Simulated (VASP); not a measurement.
Here is a VASP 6.6.1 calculation.

Contents of INCAR:

```
  PREC = Accurate
  ENCUT = 520
  EDIFF = 1E-7
  ISMEAR = -1
  SIGMA = 0.2241
  LREAL = Auto
  LASPH = T
  NELM = 100
  ALGO = Normal
  ISIF = 2
  LWAVE = F
  LCHARG = F
  GGA = PS
  NBANDS = 62
```

Contents of KPOINTS:

```
Automatic mesh
0
Gamma
  3 3 4
  0 0 0.5
```

POSCAR

```
O
1.0
   -2.9385897857      5.0897868114      0.0000000000
    2.9385897857      5.0897868114      0.0000000000
    0.0000000000      3.3931912076     -7.0366406350
O
16
Direct
    0.0431525118     -0.0399713734      0.4271373452
    0.1547608302      0.0197133996      0.8508702250
    0.5353938112     -0.0090826611      0.3910564917
    0.4876175758      0.0491007721      0.9661778045
   -0.0358839399      0.5746521100      0.4436148102
    0.0095370787      0.5907240168      0.9066356136
    0.4062003790      0.6261201525      0.4526318971
    0.5692345036      0.5408178119      1.0424323737
    0.5266826068      0.3411783209      0.1066346910
    0.5102318146      0.4208096703      0.5982714222
    0.8336172431      0.5637908781      0.0417602682
    0.9218006165      0.4380907067      0.6060893573
    0.4737176302      0.9183557374      0.1460584750
    0.4696471014      0.9481762949      0.5653386618
    1.0192374224      1.0600815036      0.0151447268
    0.9443806790      1.0889102088      0.5438514198
```

Potentials or basis: VASP PAW PBE potentials, release 64 (O).

Command:

```sh
$ cat potpaw_PBE.64/O/POTCAR > POTCAR
$ mpirun -np 1 vasp_std > vasp.out
```

(1) Predict the pressure.

(2) Predict the largest force.

## Answers

(1) 2.2 GPa.

(2) 5.739 eV/Å.

Caveat: the k points lie up to 0.42 Å⁻¹ apart; the standard files for N, O and F lose accuracy on very short bonds; spin is off for a triplet molecule; the atoms stand as in a frame of molecular dynamics; this functional lacks dispersion, which holds the molecules together, so the pressure and a relaxed volume are unreliable; the PAW data sets were made with another functional, which shifts forces and pressure a little.
